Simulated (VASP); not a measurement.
Crystal: Ni.

```
Ni
1.0
    -1.38372    1.38372    1.38372
     1.38372   -1.38372    1.38372
     1.38372    1.38372   -1.38372
Ni
1
Direct
  0.00000 0.00000 0.00000
```

This isn't the form of Ni at room conditions, which is fcc.

Base run:

```yaml
Program: VASP 6.6.1
Functional: PBEsol
Potentials_or_basis: VASP PAW PBE potentials, release 64 (Ni_sv_GW)
Cutoff: 690 eV
k_mesh: 11 × 11 × 11
Occupations: fermi-dirac, width 0.05 eV
Spin: collinear spin, ferromagnetic start
Starting_moments: "[0.8] μB"
Fixed_moment: 0.8 μB
```

Its results: pressure -1.4 GPa; site moments Ni +0.82 μB.

Problem. The run is repeated on the same cell with these changes: functional from PBEsol to PBE. What comes out?

Solution. Pressure 8.8 GPa; site moments Ni +0.82 μB.

PBE binds less tightly than PBEsol, so the same cell stands under more pressure.

Caveats: the total moment is fixed, so each spin has its own Fermi level and the state may be an excited one; the PAW data sets were made with another functional, which shifts forces and pressure a little (at least some runs); the cell stands under pressure (at least some runs).
